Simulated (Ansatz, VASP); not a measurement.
## Two plane-wave programs on Si2W

```
CELL_PARAMETERS angstrom
-1.59653 1.59653 3.89908
1.59653 -1.59653 3.89908
1.59653 1.59653 -3.89908
ATOMIC_POSITIONS crystal
Si 0.33413 0.33413 0.00000
Si 0.66587 0.66587 0.00000
W 0.00000 0.00000 0.00000
```

Alike in both runs: functional PBE; dispersion D3(BJ); k mesh 18 × 18 × 18; occupations gaussian, width 0.1 eV; no spin polarisation.

Ansatz relaxed the structure, and its values are those at the end. VASP's run is a single point on that final structure, the one shown.

|  | VASP | Ansatz |
| --- | --- | --- |
| version | VASP 6.6.1 | Ansatz 0.2.0 |
| potentials or method | VASP PAW PBE potentials, release 64 (Si, W_sv), cutoff 520 eV | scalar-relativistic, plane waves, PAW |
| valence electrons in the cell | 22 | 22 |

VASP gave:

* gap on the k mesh at the Fermi level (eV): none
* pressure (GPa): 0.1

Q: What did Ansatz give for the same quantities?

A: gap on the k mesh at the Fermi level (eV): none; pressure (GPa): 0.0.

A gap of «none» marks a metal or a gap that the smearing closes.

Neither program's run includes spin-orbit coupling.
